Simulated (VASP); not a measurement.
BeS:

```xyz
2
Lattice="0.0000 2.4343 2.4343 2.4343 0.0000 2.4343 2.4343 2.4343 0.0000" Properties=species:S:1:pos:R:3 pbc="T T T"
Be    0.0000    0.0000    0.0000
S     1.2172    1.2172    1.2172
```

Base run:

- Program: VASP 6.6.1
- Functional: PBE
- Potentials or basis: VASP PAW PBE potentials, release 64 (Be, S)
- Cutoff: 520 eV
- k mesh: 6 × 6 × 6
- Occupations: gaussian, width 0.01 eV
- Spin: no spin polarisation

Its results: band gap on the k mesh 3.14 eV, indirect (least direct gap 5.67 eV); pressure 0.5 GPa.

Q: After a change of settings the same cell gave: band gap on the k mesh 3.12 eV, indirect (least direct gap 5.66 eV); pressure 1.0 GPa. Which change was it?
A. functional from PBE to r2SCAN; k mesh from 6 × 6 × 6 to 4 × 4 × 4
B. k mesh from 6 × 6 × 6 to 4 × 4 × 4
C. functional from PBE to HSE06; k mesh from 6 × 6 × 6 to 4 × 4 × 4

A: B.

Caveats: some runs use coarse meshes.
